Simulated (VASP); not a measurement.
**BeTe (rocksalt type): single point with PBEsol**

Crystal: BeTe (rocksalt type).

```
CELL_PARAMETERS angstrom
0.00000 1.95308 1.95308
1.95308 0.00000 1.95308
1.95308 1.95308 0.00000
ATOMIC_POSITIONS crystal
Be 0.00000 0.00000 0.00000
Te 0.50000 0.50000 0.50000
```

```
Program             : VASP 6.6.1
Task                : single point
Functional          : PBEsol
Potentials or basis : VASP PAW PBE potentials, release 64 (Be, Te)
Cutoff              : 520 eV
k mesh              : 15 × 15 × 15, shifted
Occupations         : fermi-dirac, width 0.08 eV
Spin                : no spin polarisation
```

```yaml
Pressure: 414.5 GPa
Band_gap_on_the_k_mesh: zero (bands 4 and 5 overlap by 2.00 eV)
```

Levels at points of the mesh, in eV from the Fermi level:
```tsv
k point	band 1	band 2	band 3	band 4	band 5	band 6	band 7	band 8
(0.50, 0.50, 0.50)	-19.12	-16.16	-0.04	-0.04	0.14	0.14	5.14	7.53
(0.50, 0.00, 0.00)	-19.12	-16.16	-0.04	-0.04	0.14	0.14	5.14	7.53
(0.00, 0.00, 0.50)	-19.12	-16.16	-0.04	-0.04	0.14	0.14	5.14	7.53
(0.00, 0.50, 0.00)	-19.12	-16.16	-0.04	-0.04	0.14	0.14	5.14	7.53
```

Run time: 18 min on 1 thread of Intel Xeon 8259CL (shared host), peak memory 1.2 GiB.

Caveat: the cell stands under pressure; the PAW data sets were made with another functional, which shifts forces and pressure a little; spin-orbit coupling is left out, which moves the levels of the heavy elements.
